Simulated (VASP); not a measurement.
A run of VASP 6.6.1 is set up as follows.

The input INCAR:

```
PREC     = Accurate       # precision mode
ENCUT    = 520            # plane-wave cutoff, eV
EDIFF    = 1E-6           # SCF threshold, eV
ISMEAR   = 0              # smearing method
SIGMA    = 0.1            # smearing width, eV
LREAL    = False          # projectors in reciprocal space
LASPH    = True           # aspherical terms in the spheres
NELM     = 100            # most SCF steps
ALGO     = Normal         # electronic algorithm
ISIF     = 2              # what is computed and relaxed
LWAVE    = False          # write WAVECAR
LCHARG   = True           # write CHGCAR
GGA      = PE             # functional
LELF     = True           # ELF
LVHAR    = True         
NBANDS   = 24             # bands
```

The input KPOINTS:

```
Automatic mesh
0
Gamma
  6 6 4
```

Contents of POSCAR:

```
NaZrO2
1.0
    4.0824705300      0.0000000000      0.0000000000
   -2.0412352600      3.5355231900      0.0000000000
    0.0000000000      0.0000000000      4.6642052400
Na Zr O
1 1 2
Direct
    0.0000000000      0.0000000000      0.0000000000
    0.0000000000      0.0000000000      0.5000000000
    0.3333333300      0.6666666700      0.8576781200
    0.6666666700      0.3333333300      0.1423218800
```

Potentials or basis: VASP PAW PBE potentials, release 64 (Na_pv, Zr_sv, O).

Launch:

```bash
$ cat potpaw_PBE.64/Na_pv/POTCAR potpaw_PBE.64/Zr_sv/POTCAR potpaw_PBE.64/O/POTCAR > POTCAR
$ mpirun -np 1 vasp_std > vasp.out
```

(1) Predict the largest force.

(2) Predict the band gap on the k mesh.

## Answers

(1) 4.017 eV/Å.

(2) zero (an odd number of electrons rules out a gap without spin polarisation).

Caveat: the cell stands under tension; an odd number of electrons without spin polarisation forces a metal; a magnetic or distorted state may lie lower.
